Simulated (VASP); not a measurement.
Input of a VASP 6.6.1 run:

Contents of INCAR:

```
ALGO     = Normal         # electronic algorithm
EDIFF    = 1E-6           # SCF threshold, eV
EDIFFG   = -0.04          # ionic threshold
ENCUT    = 600            # plane-wave cutoff, eV
GGA      = PE             # functional
IBRION   = 2              # ionic algorithm
ISIF     = 3              # what is computed and relaxed
ISMEAR   = 0              # smearing method
LASPH    = True           # aspherical terms in the spheres
LCHARG   = False          # write CHGCAR
LREAL    = False          # projectors in reciprocal space
LWAVE    = False          # write WAVECAR
NELM     = 80             # most SCF steps
NSW      = 90             # ionic steps
PREC     = Accurate       # precision mode
SIGMA    = 0.1            # smearing width, eV
```

File KPOINTS:

```
k-points
0
Gamma
  6 6 1
```

The input POSCAR:

```
Si2Ge3
1.0
    2.9315984200      0.0000000000      0.0000000000
   -1.4657992100      2.5388387100      0.0000000000
    0.0000000000      0.0000000000     23.7127218600
Si Ge
4 6
Direct
    0.3333333300      0.6666666700      0.8000000000
    0.3333333300      0.6666666700      0.0000000000
    0.3333333300      0.6666666700      0.2000000000
    0.6666666700      0.3333333300      0.5000000000
    0.3333333300      0.6666666700      0.6000000000
    0.3333333300      0.6666666700      0.4000000000
    0.6666666700      0.3333333300      0.7000000000
    0.6666666700      0.3333333300      0.9000000000
    0.6666666700      0.3333333300      0.1000000000
    0.6666666700      0.3333333300      0.3000000000
```

Potentials or basis: VASP PAW PBE potentials, release 64 (Si, Ge_d).

Command:

```sh
$ cat potpaw_PBE.64/Si/POTCAR potpaw_PBE.64/Ge_d/POTCAR > POTCAR
$ mpirun -np 1 vasp_std > vasp.out
```

(1) Estimate the relaxed volume.

(2) Predict the band gap on the k mesh.

(3) Predict the relaxed cell.

(4) Predict the space group after relaxing (to 0.1 Å).

Answers

(1) 17.85 Å³/atom.

(2) zero (bands 50 and 51 overlap by 6.43 eV).

(3) a = 3.123 Å, b = 3.123 Å, c = 21.128 Å, α = 90.00°, β = 90.00°, γ = 120.00°.

(4) P-6m2 (No. 187).

Caveat: the k points lie up to 0.39 Å⁻¹ apart in the final cell, too coarse for converged energies and pressures of a metal.
